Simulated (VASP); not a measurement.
A run of VASP 6.6.1 is set up as follows.

INCAR

```
SYSTEM = H18CO9
PREC = Accurate ; ENCUT = 520
EDIFF = 1E-6 ; ISMEAR = -1
SIGMA = 0.02 ; LREAL = Auto
LASPH = .TRUE. ; NELM = 100
ALGO = Normal ; ISIF = 2
LWAVE = .FALSE. ; LCHARG = .FALSE.
GGA = PE ; IVDW = 12
NBANDS = 58
```

KPOINTS

```
Automatic mesh
0
G
  1 1 1
  0 0 0
```

The input POSCAR:

```
H18CO9
1.0
    6.9180930000      0.0000000000      0.0000000000
    0.0000000000      6.9180930000      0.0000000000
    0.0000000000      0.0000000000      6.9180930000
O H C
9 18 1
Direct
    0.3497929270      0.7485299778      0.4816645281
    0.8734198861      0.6700690494      0.0701060249
    0.3240632932      0.1257571993      1.0095845777
    1.0131404709      0.3129186034      0.3596655899
    0.4962639271      0.7834673515      0.0849367015
    0.0617655761      0.8681294108      0.7995989646
    1.0294310874      0.9268594684      0.3678903999
    0.3689166942      0.4957435525      0.7742885214
    0.6037501953      0.2929564549      0.5438203852
    0.2186440685      0.7773384949      0.4461778701
    0.3537969206      0.6428361110      0.5773845480
    0.9326847731      0.7557140385      0.1586564390
    0.7340028531      0.7276427189      0.0698024730
    0.3385759631      0.2465997494      0.9444799311
    0.2200895536      0.0559980908      0.9320921242
    1.0369909742      0.4259555343      0.2814359391
    0.8905777936      0.3422619499      0.4167767042
    0.4541569476      0.7380502112      0.2200028245
    0.4411764918      0.9200512338      0.0510689868
    0.1822323001      0.7981823893      0.7699665211
    0.0043942745      0.7774974982      0.9030089650
    0.9990759014      0.8777563412      0.4883860335
    1.0122153605      1.0642961868      0.3640309548
    0.3921745487      0.5826750233      0.8830468165
    0.4923900271      0.4284851331      0.7339739434
    0.3423342242      0.1601597434      0.4655907343
    0.5884858732      0.0709154965      0.3655631689
    0.5082180884      0.1752216977      0.4546484125
```

Potentials or basis: VASP PAW PBE potentials, release 64 (O, H, C).

The run is started by

```console
$ cat potpaw_PBE.64/O/POTCAR potpaw_PBE.64/H/POTCAR potpaw_PBE.64/C/POTCAR > POTCAR
$ mpirun -np 1 vasp_gam > vasp.out
```

Predict the pressure.

0.1 GPa.

Estimate the largest force.

3.163 eV/Å.

What does it give for the band gap on the k mesh?

3.88 eV.

Stress tensor (GPa, compression positive):
```
-0.66  0.29 -0.26
 0.29  0.31  0.33
-0.26  0.33  0.56
```

Caveat: the k points lie up to 0.91 Å⁻¹ apart.
